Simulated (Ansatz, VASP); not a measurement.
Si: VASP beside Ansatz

```
Si
1.0
     3.83132    0.00000    0.00000
    -1.91566    3.31802    0.00000
     0.00000    0.00000    6.58593
Si
4
Direct
  0.33333 0.66667 0.06301
  0.66667 0.33333 0.56301
  0.33333 0.66667 0.43699
  0.66667 0.33333 0.93699
```

Change from the starting cell: strain +0.000 along x and y, +0.040 along z, atoms carried along.

Alike in both runs: task single point; functional LDA; k mesh 12 × 12 × 6; occupations gaussian, width 0.03 eV; no spin polarisation.

```csv
,VASP,Ansatz
version,VASP 6.6.1,Ansatz 0.2.0
potentials or method,"VASP PAW LDA potentials, release 64 (Si), cutoff 520 eV","scalar-relativistic, plane waves, PAW"
valence electrons in the cell,16,16
```

```csv
,VASP,Ansatz,Ansatz less VASP
gap on the k mesh at the Fermi level (eV),0.51,0.51,-0.001
least direct gap on the mesh (eV),1.23,1.22,-0.010
pressure (GPa),-5.0,-5.0,-0.03
"traceless stress, the component that is largest in VASP (GPa)",-4.73,-4.70,+0.033
rms of the force components (eV/Å),0.143,0.143,-0.0004
```

LDA's correlation is that of Perdew and Zunger in VASP and of Perdew and Wang (1992) in Ansatz. Atom by atom the forces differ by 0.000 eV/Å (rms over components).
